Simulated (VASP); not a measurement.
Write the native input for VASP 6.6.1 that does the following.

```yaml
Task: single point
Functional: PBE
Potentials_or_basis: VASP PAW PBE potentials, release 64 (Ag)
Cutoff: 520 eV
k_mesh: 15 × 15 × 15
Occupations: fermi-dirac, width 0.1 eV
Spin: no spin polarisation
Dipole_correction: no
Further_INCAR_settings: ALGO = Normal; EDIFF = 1e-07; NBANDS = 12
```

The structure of Ag lies in POSCAR:

```
Ag
1.0
    0.0000000000      2.0427500000      2.0427500000
    2.0427500000      0.0000000000      2.0427500000
    2.0427500000      2.0427500000      0.0000000000
Ag
1
Direct
    0.0000000000      0.0000000000      0.0000000000
```

The input as run:

INCAR

```
  PREC = Accurate
  ENCUT = 520
  EDIFF = 1E-7
  ISMEAR = -1
  SIGMA = 0.1
  LREAL = F
  LASPH = T
  NELM = 80
  ALGO = Normal
  ISIF = 2
  LWAVE = F
  LCHARG = F
  GGA = PE
  NBANDS = 12
```

KPOINTS

```
regular mesh
0
Gamma
  15 15 15
```

Potentials or basis: VASP PAW PBE potentials, release 64 (Ag).

Run with:

```bash
$ cat potpaw_PBE.64/Ag/POTCAR > POTCAR
$ mpirun -np 1 vasp_std > vasp.out
```

Results of the run:

| Quantity | Value |
| --- | --- |
| Pressure | 4.5 GPa |

Run time: 16 s on 1 thread of Intel(R) Xeon(R) 6975P-C (Granite Rapids), on a shared host, peak memory 0.15 GiB.
